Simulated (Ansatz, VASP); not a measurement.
Two plane-wave programs on SiGe2

File INCAR:

```
SYSTEM = SiGe2
ALGO = Normal
EDIFF = 1E-6
ENCUT = 520
GGA = PE
ISIF = 2
ISMEAR = 0
LASPH = .TRUE.
LCHARG = .FALSE.
LREAL = .FALSE.
LWAVE = .FALSE.
NBANDS = 41
NELM = 80
PREC = Accurate
SIGMA = 0.2
```

Contents of KPOINTS:

```
k-points
0
G
  8 4 4
  0 0 0
```

Contents of POSCAR:

```
SiGe2
1.0
    0.0000000000      0.0000000000      2.6093863072
    4.8772251860      0.0000000000      0.0000000000
    0.0000000000      8.4476018220      0.0000000000
Si Ge
2 4
Direct
    0.5000000000      0.0000000000      0.0000000000
    0.5000000000      0.5000000000      0.5000000000
    0.5000000000      0.0000000000      0.3333333333
    0.5000000000      0.5000000000      0.8333333333
    0.5000000000      0.5000000000      0.1666666667
    0.5000000000      0.0000000000      0.6666666667
```

Input for Ansatz:

```yaml
crystal:
  lattice:
    - [0.0, 0.0, 2.6093863072]
    - [4.877225186, 0.0, 0.0]
    - [0.0, 8.447601822, 0.0]
  atoms:
    - { symbol: Si, position: [0.5, 0.0, 0.0] }
    - { symbol: Si, position: [0.5, 0.5, 0.5] }
    - { symbol: Ge, position: [0.5, 0.0, 0.3333333333] }
    - { symbol: Ge, position: [0.5, 0.5, 0.8333333333] }
    - { symbol: Ge, position: [0.5, 0.5, 0.1666666667] }
    - { symbol: Ge, position: [0.5, 0.0, 0.6666666667] }
basis:
  ecutwfc: 420
kpoints:
  mp_grid: { grid: [8, 4, 4] }
hamiltonian:
  xc: pbe
scf:
  occupations: { method: gaussian, width: 0.2 }
  lower_state_search: "off"
output:
  forces: true
  stress: true
  eigenvalues: true
```

Alike in both runs: task single point; functional PBE; k mesh 8 × 4 × 4; occupations gaussian, width 0.2 eV; no spin polarisation.

|  | VASP | Ansatz |
| --- | --- | --- |
| version | VASP 6.6.1 | Ansatz 0.2.0 |
| potentials or method | VASP PAW PBE potentials, release 64 (Si, Ge_d), cutoff 520 eV | scalar-relativistic, plane waves, PAW |
| valence electrons in the cell | 64 | 64 |

```tsv
	VASP	Ansatz	Ansatz less VASP
gap on the k mesh at the Fermi level (eV)	none	none	-
pressure (GPa)	-0.2	-0.3	-0.02
traceless stress, the component that is largest in VASP (GPa)	3.40	3.41	+0.007
rms of the force components (eV/Å)	0.006	0.006	0.0000
```

Atom by atom the forces differ by 0.000 eV/Å (rms over components). A gap of «none» marks a metal or a gap that the smearing closes.
